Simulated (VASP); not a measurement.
Write the native input for VASP 6.6.1 that does the following.

```yaml
Task: single point
Functional: LDA
Potentials_or_basis: VASP PAW LDA potentials, release 64 (Sn_d, Se)
Cutoff: 500 eV
k_mesh: 6 × 6 × 2
Occupations: gaussian, width 0.01 eV
Spin: no spin polarisation
Dipole_correction: no
Further_INCAR_settings: ALGO = Normal; EDIFF = 1e-06; NBANDS = 20
```

The structure of SnSe2 lies in POSCAR:

```
SnSe2
1.0
    3.8251493298      0.0000000000      0.0000000000
   -1.9125746649      3.3126764929      0.0000000000
    0.0000000000      0.0000000000      6.2270790644
Sn Se
1 2
Direct
    0.0000000000      0.0000000000      0.0000000000
    0.3333333333      0.6666666667      0.2530782229
    0.6666666667      0.3333333333      0.7469217771
```

These files were run (other wordings do the same):

INCAR

```
SYSTEM = SnSe2
PREC = Accurate
ENCUT = 500
EDIFF = 1E-6
ISMEAR = 0
SIGMA = 0.01
LREAL = .FALSE.
LASPH = .TRUE.
NELM = 120
ALGO = Normal
ISIF = 2
LWAVE = .FALSE.
LCHARG = .FALSE.
NBANDS = 20
GGA_COMPAT = .FALSE.
```

KPOINTS

```
regular mesh
0
G
  6 6 2
  0 0 0
```

Potentials or basis: VASP PAW LDA potentials, release 64 (Sn_d, Se).

The run is started by

```console
$ cat potpaw_LDA.64/Sn_d/POTCAR potpaw_LDA.64/Se/POTCAR > POTCAR
$ mpirun -np 1 vasp_std > vasp.out
```

Results of the run:

The pressure is -1.5 GPa, the largest force is 0.013 eV/Å and the band gap on the k mesh is 0.67 eV (least direct gap 0.93 eV).

Caveat: the k points lie up to 0.50 Å⁻¹ apart; spin-orbit coupling is left out, which moves the levels of the heavy elements.

Wall time 23 s on 1 thread of AMD EPYC 7R43 64-Core Processor (Zen 3), with other jobs on the host, peak memory 0.12 GiB.
